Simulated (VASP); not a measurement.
Runs of VASP 6.6.1 on LaP (lda). The structure is that of space group Pm-3m (No. 221), or close to it. The cells are those of the table. 

```csv
task,cell,k mesh,cutoff (eV),gap on the mesh (eV),pressure (GPa)
relaxation of cell and atoms,"relaxed to 20 GPa from a = 3.365 Å, 2 atoms",12 × 12 × 12,600,none,20.0
single point,"a = 3.299 Å, 2 atoms",12 × 12 × 12,500,none,29.9
single point,"a = 3.365 Å, 2 atoms",12 × 12 × 12,500,none,(b)
single point,"a = 3.502 Å, 2 atoms",12 × 12 × 12,500,none,4.7
single point,"a = 3.563 Å, 2 atoms",12 × 12 × 12,500,none,-0.1
single point,"a = 3.637 Å, 2 atoms",6 × 6 × 6,500,none,(a)
relaxation of cell and atoms,"relaxed to 30 GPa from a = 3.299 Å, 2 atoms",12 × 12 × 12,500,none,30.0
single point,"a = 3.430 Å, 2 atoms",12 × 12 × 12,500,none,11.9
relaxation of cell and atoms,"relaxed to 40 GPa from a = 3.244 Å, 2 atoms",12 × 12 × 12,500,none,40.0
```

Alike in all rows: level LDA; potentials or basis VASP PAW LDA potentials, release 64 (La, P); no spin polarisation; smearing gaussian 0.1 eV.

Task: Fill in the values left out.

Result: (a) -4.8; (b) 19.9.

Caveats: spin-orbit coupling is left out, which moves the levels of the heavy elements; the cell is relaxed towards a set pressure, so the enthalpy falls and the energy may rise (some runs).

A k mesh can miss the band edges, and the runs leave out spin-orbit coupling on La.

A gap of «none» marks levels without a gap at the run's occupations.
